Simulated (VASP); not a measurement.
# LiH (rock salt type) in VASP: settings compared, part 3 of 3

VASP 6.6.1. Earlier steps stand in the parts before.

### 5 Single point, PBE

File INCAR:

```
SYSTEM = LiH
PREC     = Accurate       ! precision mode
ENCUT    = 520            ! plane-wave cutoff, eV
EDIFF    = 1E-6           ! SCF threshold, eV
ISMEAR   = -1             ! smearing method
SIGMA    = 0.05           ! smearing width, eV
LREAL    = .False.        ! projectors in reciprocal space
LASPH    = .True.         ! aspherical terms in the spheres
NELM     = 100            ! most SCF steps
ALGO     = Normal         ! electronic algorithm
ISIF     = 2              ! what is computed and relaxed
LWAVE    = .False.        ! write WAVECAR
LCHARG   = .False.        ! write CHGCAR
GGA      = PE             ! functional
NBANDS   = 9              ! bands
```

File KPOINTS:

```
Automatic mesh
0
Gamma
  4 4 4
  0 0 0
```

File POSCAR:

```
LiH
1.0
    0.0000000000      2.0100000000      2.0100000000
    2.0100000000      0.0000000000      2.0100000000
    2.0100000000      2.0100000000      0.0000000000
Li H
1 1
Direct
    0.0086171682      0.0086171682      0.0086171682
    0.5000000000      0.5000000000      0.5000000000
```

Run with:

```console
$ cat potpaw_PBE.64/Li_sv/POTCAR potpaw_PBE.64/H/POTCAR > POTCAR
$ mpirun -np 1 vasp_std > vasp.out
```

Run time: 2 s. Hardware: 1 thread of Intel Xeon Platinum 8375C at 2.90GHz (Ice Lake), shared host; peak memory 0.13 GiB.

The run converged. Its results:

| Property | Result |
| --- | --- |
| Free energy | -6.1111 eV |
| Largest force | 0.055 eV/Å |
| Band gap on the k mesh | 3.00 eV |

Forces in eV/Å, atoms in the order of the input:
```
Li  -0.032 -0.032 -0.032
H    0.032  0.032  0.032
```

Levels at points of the mesh, in eV from the valence-band top:
```
           k point  band 1  band 2  band 3  band 4  band 5  band 6
(0.00, 0.00, 0.00)  -44.32   -5.40   15.91   17.80   17.80   17.91
(0.50, 0.00, 0.00)  -44.27   -2.60    4.90   13.60   16.40   16.41
(0.50, 0.50, 0.50)  -44.27   -2.59    4.88   13.62   16.41   16.41
(0.50, 0.50, 0.00)  -44.26    0.00    3.00   10.77   10.77   13.92
```

Caveat: the k points lie up to 0.68 Å⁻¹ apart; the cutoff is under 1.25 times the usual one of these potentials, so pressure, stress and relaxed cells hold a basis-set (Pulay) error. A k mesh can miss the band edges.

### 6 Single point, PBE

File INCAR:

```
SYSTEM = LiH
PREC     = Accurate       ! precision mode
ENCUT    = 520            ! plane-wave cutoff, eV
EDIFF    = 1E-7           ! SCF threshold, eV
ISMEAR   = -1             ! smearing method
SIGMA    = 0.02           ! smearing width, eV
LREAL    = .FALSE.        ! projectors in reciprocal space
LASPH    = .TRUE.         ! aspherical terms in the spheres
NELM     = 60             ! most SCF steps
ALGO     = Normal         ! electronic algorithm
ISIF     = 2              ! what is computed and relaxed
LWAVE    = .FALSE.        ! write WAVECAR
LCHARG   = .FALSE.        ! write CHGCAR
GGA      = PE             ! functional
NBANDS   = 9              ! bands
```

File KPOINTS:

```
Automatic mesh
0
G
  6 6 6
  0 0 0
```

POSCAR, as its differences from that of step 5:

```diff
@@ -8,3 +8,3 @@
 Direct
-    0.0086171682      0.0086171682      0.0086171682
+    0.0000000000      0.0000000000      0.0000000000
     0.5000000000      0.5000000000      0.5000000000
```

Potentials or basis: VASP PAW PBE potentials, release 64 (Li_sv, H).

Run with:

```console
$ cat potpaw_PBE.64/Li_sv/POTCAR potpaw_PBE.64/H/POTCAR > POTCAR
$ mpirun -np 1 vasp_std > vasp.out
```

OUTCAR:

```text
SYSTEM = LiH
   PREC = Accurate
   ENCUT = 520
   EDIFF = 1E-7
   ISMEAR = -1
   LREAL = .FALSE.
   LASPH = .TRUE.
   NELM = 60
   ISIF = 2
   GGA = PE

 ion  position               nearest neighbor table
   1  0.000  0.000  0.000-
   2  0.500  0.500  0.500-

  LATTYP: Found a face centered cubic cell.
 ALAT       =     4.0200000000

  Lattice vectors:

 A1 = (   0.0000000000,   2.0100000000,   2.0100000000)
 A2 = (   2.0100000000,   0.0000000000,   2.0100000000)
 A3 = (   2.0100000000,   2.0100000000,   0.0000000000)

Analysis of symmetry for initial positions (statically):
=====================================================================
 Subroutine PRICEL returns:
 Original cell was already a primitive cell.

 Routine SETGRP: Setting up the symmetry group for a
 face centered cubic supercell.

 Subroutine GETGRP returns: Found 48 space group operations
 (whereof 48 operations were pure point group operations)
 out of a pool of 48 trial point group operations.

The static configuration has the point symmetry O_h .

Analysis of symmetry for dynamics (positions and initial velocities):
=====================================================================
 Subroutine PRICEL returns:
 Original cell was already a primitive cell.

 Routine SETGRP: Setting up the symmetry group for a
 face centered cubic supercell.

 Subroutine GETGRP returns: Found 48 space group operations
 (whereof 48 operations were pure point group operations)
 out of a pool of 48 trial point group operations.

The dynamic configuration has the point symmetry O_h .

 Subroutine INISYM returns: Found 48 space group operations
 (whereof 48 operations are pure point group operations),
 and found     1 'primitive' translations

----------------------------------------------------------------------------------------

                                     Primitive cell
[... 104 lines left out ...]
  Fermi-wavevector in a.u.,A,eV,Ry     =   1.026177  1.939193 14.327457  1.053038
  Thomas-Fermi vector in A             =   2.160056
   LORBIT       =      0    0 simple, 1 ext, 2 COOP (PROOUT), +10 PAW based schemes
   GGA     = PE    functional components
   LHFCALC =     F    Hartree Fock is set to
   AEXX    =    0.0000 exact exchange contribution
   IVDW    =     0    specifies the selected vdW correction
   LEPSILON=     F    determine dielectric tensor
   LRPA    =     F    only Hartree local field effects (RPA)
 non-spin polarized calculation
  energy-cutoff  :      520.00
  volume of cell :       16.24
 maximum number of plane-waves:       447
 NGX is ok and might be reduce to    24
   NGX = 11   NGY = 11   NGZ = 11

 number of electron       3.9999995 magnetization

 Free energy of the ion-electron system (eV)
  ---------------------------------------------------
  ext. energy  EPLUGINS =         0.00000000
  ---------------------------------------------------
  free energy    TOTEN  =        -6.12592105 eV

  energy without entropy =       -6.12592105  energy(sigma->0) =       -6.12592105

 E-fermi :   0.7119     XC(G=0):  -8.4832

 val. band max:        0.0535916875   @ k =   0.5000   0.5000   0.0000
 cond. band min:       3.0376555913   @ k =   0.5000   0.5000   0.0000
 fundamental gap:      2.9840639038
 Fermi energy:         0.7119387486

 k-point     1 :       0.0000    0.0000    0.0000
  band No.  band energies     occupation
      1     -44.2485      2.00000
      2      -5.3476      2.00000
      3      16.0407      0.00000
      4      17.8554      0.00000
      5      17.8554      0.00000
      6      17.8554      0.00000
      7      22.5558      0.00000
      8      22.5558      0.00000
      9      22.5558      0.00000
[... 169 lines left out ...]
 k-point    16 :      -0.3333    0.5000    0.1667
  band No.  band energies     occupation
      1     -44.1899      2.00000
      2      -0.1183      2.00000
      3       4.0514      0.00000
      4       7.0532      0.00000
      5      11.5410      0.00000
      6      17.4744      0.00000
      7      19.7830      0.00000
      8      28.8091      0.00000
      9      29.0098      0.00000

------------------------ aborting loop because EDIFF is reached ----------------------------------------

  FORCE on cell =-STRESS in cart. coord.  units (eV):
  Direction    XX          YY          ZZ          XY          YZ          ZX
  --------------------------------------------------------------------------------------
  -------------------------------------------------------------------------------------
  Total       -0.0559613     -0.0559613     -0.0559613      0.0000000      0.0000000     -0.0000000
  in kB       -5.5205240     -5.5205240     -5.5205240      0.0000000      0.0000000     -0.0000000
  external PRESSURE =      -5.5205240 kB  Pullay stress =       0.0000000 kB

 VOLUME and BASIS-vectors are now :
 -----------------------------------------------------------------------------
  energy-cutoff  :      520.00
  volume of cell :       16.24
      direct lattice vectors                 reciprocal lattice vectors
     0.000000000  2.010000000  2.010000000    -0.248756219  0.248756219  0.248756219
     2.010000000  0.000000000  2.010000000     0.248756219 -0.248756219  0.248756219
     2.010000000  2.010000000  0.000000000     0.248756219  0.248756219 -0.248756219

 POSITION                                       TOTAL-FORCE (eV/Angst)
 -----------------------------------------------------------------------------------
      0.00000      0.00000      0.00000        -0.000000     -0.000000     -0.000000
      2.01000      2.01000      2.01000         0.000000      0.000000      0.000000
 -----------------------------------------------------------------------------------
    total drift:                                0.000000     -0.000000     -0.000000

  FREE ENERGIE OF THE ION-ELECTRON SYSTEM (eV)
  ---------------------------------------------------
  free  energy   TOTEN  =        -6.1259210523 eV

  energy  without entropy=       -6.1259210523  energy(sigma->0) =       -6.12592105
```

stdout:

```text
POSCAR found type information on POSCAR LiH
 POSCAR found :  2 types and       2 ions
 scaLAPACK will be used
 LDA part: xc-table for (Slater+PW92), standard interpolation
 POSCAR, INCAR and KPOINTS ok, starting setup
 FFT: planning ... GRIDC
 FFT: planning ... GRID_SOFT
 FFT: planning ... GRID
 WAVECAR not read
 entering main loop
```

Run time: 2.6 s. Hardware: 1 thread of Intel Xeon Platinum 8375C at 2.90GHz (Ice Lake), shared host; peak memory 0.13 GiB.

Results:

```
Free energy            : -6.1259 eV
Band gap on the k mesh : 2.98 eV
```

Caveat: the k points lie up to 0.45 Å⁻¹ apart; the cutoff is under 1.25 times the usual one of these potentials, so pressure, stress and relaxed cells hold a basis-set (Pulay) error. A k mesh can miss the band edges.

### 7 Summary

| level | cell | k mesh | smearing | grid for exact exchange (PRECFOCK) | share of exact exchange | screening parameter | gap on the mesh (eV) | largest force (eV/Å) |
| --- | --- | --- | --- | --- | --- | --- | --- | --- |
| HSE06 | as given, atomic positions A | 4 × 4 × 4 | fermi-dirac 0.05 eV | Normal | 0.25 | 0.2079 1/Å | 4.03 | 0.06 |
| HSE06 | as given, atomic positions B | 6 × 6 × 6 | fermi-dirac 0.02 eV | Normal | 0.25 | 0.2079 1/Å | 3.98 | - |
| PBE | as given, atomic positions A | 4 × 4 × 4 | fermi-dirac 0.05 eV | - | - | - | 3.00 | 0.06 |
| PBE | as given, atomic positions B | 6 × 6 × 6 | fermi-dirac 0.02 eV | - | - | - | 2.98 | - |

Alike in all rows: task single point; potentials or basis VASP PAW PBE potentials, release 64 (Li_sv, H); no spin polarisation; cutoff (eV) 520.

Caveats: all runs use coarse meshes; the cutoff is under 1.25 times the usual one of these potentials, so pressure, stress and relaxed cells hold a basis-set (Pulay) error; the PAW data sets were made with another functional, which shifts forces and pressure a little (at least some runs).

Total energies depend on the potentials used, so only differences within one code and one set of settings carry meaning.
